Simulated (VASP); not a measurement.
Set up this calculation in VASP 6.6.1, as the native input.

- Task: single point
- Functional: PBE
- Dispersion: D3(BJ)
- Potentials or basis: VASP PAW PBE potentials, release 64 (C, O, H)
- Cutoff: 520 eV
- k mesh: 1 × 1 × 1
- Occupations: fermi-dirac, width 0.05 eV
- Spin: no spin polarisation
- Dipole correction: no
- Further INCAR settings: LREAL = Auto; ALGO = Normal; EDIFF = 1e-07; NBANDS = 66

The structure of H4CO lies in POSCAR:

```
H4CO
1.0
    7.3803230000      0.0000000000      0.0000000000
    0.0000000000      7.3803230000      0.0000000000
    0.0000000000      0.0000000000      7.3803230000
C O H
6 6 24
Direct
    0.0830586954      0.6306905538      0.4320949097
    0.6774500249      0.5403828532      0.7364447328
    0.7745731454      0.2994990870      0.1946933759
    0.1700603077      0.2109121782      0.7213369930
    0.5198146477      0.7946535673      0.1698706141
    0.0830586954      0.8451256131      1.0086279422
    0.1087215289      0.7688552384      0.5580514566
    0.6384679912      0.3595100106      0.6795095553
    0.6344302275      0.3918663180      0.2929817570
    0.2931443515      0.3112194412      0.8349905553
    0.6842383457      0.7529345260      0.2679286530
   -0.0423152212      0.6920564317      1.0281257338
   -0.0660675691      0.6008138126      0.4156999633
    0.2210607856      0.7632592774      0.6294575454
    0.1449936541      0.6677756516      0.2998920237
    0.1485029856      0.5069561319      0.4839761078
    0.6175881462      0.5462633546      0.8742435799
    0.6558385046      0.3674229434      0.5478486511
    0.8317115660      0.5523606487      0.7393985331
    0.6298504822      0.6529795512      0.6462589781
    0.8032846259      0.1688272993      0.2711940927
    0.6469500048      0.5228497452      0.2797574036
    0.7281117642      0.2784430980      0.0535342423
    0.9063153469      0.3847663578      0.1716998023
    0.0654984883      0.1314170125      0.7953581435
    0.4093045792      0.3142951874      0.7684216531
    0.0858905498      0.2987267630      0.6251487909
    0.2242449280      0.1209703153      0.6196205776
    0.4678386027      0.6620035465      0.1193850188
    0.7872961658      0.7519589590      0.1875934156
    0.4169058725      0.8278905950      0.2758415858
    0.5395427815      0.8908282198      0.0662843618
    0.2163861934      0.8179316813      1.0824458496
   -0.0501062081      0.6128322568      0.9239974998
    0.1044263239      0.8920883273      0.8673875114
   -0.0036854756      0.9625730473      1.0604413926
```

The input as run:

INCAR

```
SYSTEM = H4CO
ALGO = Normal
EDIFF = 1E-7
ENCUT = 520
GGA = PE
ISIF = 2
ISMEAR = -1
IVDW = 12
LASPH = .True.
LCHARG = .False.
LREAL = Auto
LWAVE = .False.
NBANDS = 66
NELM = 60
PREC = Accurate
SIGMA = 0.05
```

KPOINTS

```
k-points
0
Gamma
  1 1 1
  0 0 0
```

Potentials or basis: VASP PAW PBE potentials, release 64 (C, O, H).

The run is started by

```sh
$ cat potpaw_PBE.64/C/POTCAR potpaw_PBE.64/O/POTCAR potpaw_PBE.64/H/POTCAR > POTCAR
$ mpirun -np 1 vasp_gam > vasp.out
```

Results of the run:

* Pressure: -1.1 GPa
* Largest force: 3.102 eV/Å
* Band gap on the k mesh: 4.55 eV
* Dispersion energy per atom: -0.035 eV

Caveat: the k points lie up to 0.85 Å⁻¹ apart.

Run time: 2.9 min on 1 thread of Intel(R) Xeon(R) Platinum 8259CL CPU @ 2.50GHz (Skylake/Cascade Lake), on a shared host, peak memory 0.37 GiB.
